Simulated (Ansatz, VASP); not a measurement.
# W in VASP and in Ansatz

```
W
1.0
    -0.29987    1.99913    2.09908
     1.69926    0.00000    1.79921
     1.99913    1.99913   -0.29987
W
1
Direct
  0.00000 0.00000 0.00000
```

Change from the starting cell: engineering shear strain xz -0.3000, normal strain along z +0.0500.

Alike in both runs: task single point; functional PBEsol; k mesh 20 × 20 × 20; occupations gaussian, width 0.15 eV; no spin polarisation.

|  | VASP | Ansatz |
| --- | --- | --- |
| version | VASP 6.6.1 | Ansatz 0.2.0 |
| potentials or method | VASP PAW PBE potentials, release 64 (W_sv), cutoff 500 eV | scalar-relativistic, plane waves, PAW |
| valence electrons in the cell | 14 | 14 |

Ansatz gave:

- gap on the k mesh at the Fermi level (eV): none
- pressure (GPa): 5.0
- traceless stress, the component that is largest in VASP (GPa): 31.91

Question: Estimate VASP's values.

Answer: gap on the k mesh at the Fermi level (eV): none; pressure (GPa): 5.8; traceless stress, the component that is largest in VASP (GPa): 32.70.

VASP's potentials were made for PBE, not for PBEsol, and Ansatz warns of the same on its side. A gap of «none» marks a metal or a gap that the smearing closes.

Spin-orbit coupling is off throughout.
